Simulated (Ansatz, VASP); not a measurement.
# InGaSe: VASP beside Ansatz

File INCAR:

```
SYSTEM = InGaSe
  PREC = Accurate
  ENCUT = 600
  EDIFF = 1E-6
  ISMEAR = 0
  SIGMA = 0.1
  LREAL = .FALSE.
  LASPH = .TRUE.
  NELM = 60
  ALGO = Normal
  ISIF = 3
  LWAVE = .FALSE.
  LCHARG = .FALSE.
  GGA = PE
  IBRION = 2
  NSW = 90
  EDIFFG = -0.04
```

File KPOINTS:

```
regular mesh
0
G
  6 6 4
  0 0 0
```

Contents of POSCAR:

```
InGaSe
1.0
    5.2241336268      0.0000000000      0.0000000000
   -2.6120668134      4.5242324336      0.0000000000
    0.0000000000      0.0000000000      6.5416107735
In Ga Se
2 2 2
Direct
    0.3333333333      0.6666666667      0.7571790020
    0.6666666667      0.3333333333      0.2571790020
    0.0000000000      0.0000000000      0.5490648128
    0.0000000000      0.0000000000      0.0490648128
    0.6666666667      0.3333333333      0.7009561952
    0.3333333333      0.6666666667      0.2009561952
```

Input for Ansatz:

```yaml
crystal:
  lattice:
    - [5.2241336268, 0.0, 0.0]
    - [-2.6120668134, 4.5242324336, 0.0]
    - [0.0, 0.0, 6.5416107735]
  atoms:
    - { symbol: In, position: [0.3333333333, 0.6666666667, 0.757179002] }
    - { symbol: In, position: [0.6666666667, 0.3333333333, 0.257179002] }
    - { symbol: Ga, position: [0.0, 0.0, 0.5490648128] }
    - { symbol: Ga, position: [0.0, 0.0, 0.0490648128] }
    - { symbol: Se, position: [0.6666666667, 0.3333333333, 0.7009561952] }
    - { symbol: Se, position: [0.3333333333, 0.6666666667, 0.2009561952] }
basis:
  ecutwfc: 420
kpoints:
  mp_grid: { grid: [6, 6, 4] }
hamiltonian:
  xc: pbe
scf:
  occupations: { method: gaussian, width: 0.1 }
  lower_state_search: "off"
output:
  forces: true
  stress: true
  eigenvalues: true
relax:
  adjacent_minimum: "off"
  f_tol: 0.04
  max_steps: 70
  cell: { stress_tol: 0.4 }
```

Change from the starting cell: species swapped into the PrAgPb type (P6_3mc, No. 186).

Alike in both runs: task relaxation of cell and atoms; functional PBE; k mesh 6 × 6 × 4; occupations gaussian, width 0.1 eV; no spin polarisation.

|  | VASP | Ansatz |
| --- | --- | --- |
| version | VASP 6.6.1 | Ansatz 0.2.0 |
| potentials or method | VASP PAW PBE potentials, release 64 (In_d, Ga_d, Se), cutoff 600 eV | scalar-relativistic, plane waves, PAW |
| valence electrons in the cell | 64 | 84 |

```csv
,VASP,Ansatz,Ansatz less VASP
"gap on the k mesh at the Fermi level, each at its own relaxed structure (eV)",none,none,-
relaxed volume (Å³/atom),24.69,24.55,-0.143
relaxed length of the cell vector where the two differ most in proportion (Å),6.029,5.645,-0.3845
```

A gap of «none» marks a metal or a gap that the smearing closes. VASP's potentials hold 64 valence electrons a cell and Ansatz's 84, so a difference there can come from the potentials and not from the codes.
